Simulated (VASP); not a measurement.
**SiC (base): single point with PBEsol**

SiC (base):

```
C Si
1.0
     0.00000    2.17940    2.17940
     2.17940    0.00000    2.17940
     2.17940    2.17940    0.00000
C Si
1 1
Direct
  0.75000 0.75000 0.75000
  0.50000 0.50000 0.50000
```

```
Program                : VASP 6.6.1
Task                   : single point
Functional             : PBEsol
Potentials or basis    : VASP PAW PBE potentials, release 64 (C, Si)
Cutoff                 : 600 eV
k mesh                 : 8 × 8 × 8
Occupations            : gaussian, width 0.1 eV
Spin                   : no spin polarisation
Dipole correction      : no
Further INCAR settings : ALGO = Normal; EDIFF = 1e-06; NBANDS = 11
```

| Item | Value |
| --- | --- |
| Pressure | -0.1 GPa |
| Band gap on the k mesh | 1.23 eV, indirect (least direct gap 4.44 eV) |

Levels at points of the mesh, in eV from the valence-band top:
```tsv
k point	band 1	band 2	band 3	band 4	band 5	band 6	band 7	band 8	band 9
(0.00, 0.00, 0.00)	-15.42	0.00	0.00	0.00	6.18	7.24	7.24	7.24	14.45
(0.50, 0.00, 0.00)	-11.82	-8.60	-1.06	-1.06	5.37	7.14	7.14	9.91	16.00
(0.50, 0.50, 0.00)	-10.35	-7.83	-3.21	-3.21	1.23	4.20	13.95	13.95	14.67
```

Run time: 13 s on 1 thread of Intel Xeon 8259CL, on a shared host, peak memory 0.15 GiB.

Caveat: the PAW data sets were made with another functional, which shifts forces and pressure a little. A k mesh can miss the band edges.
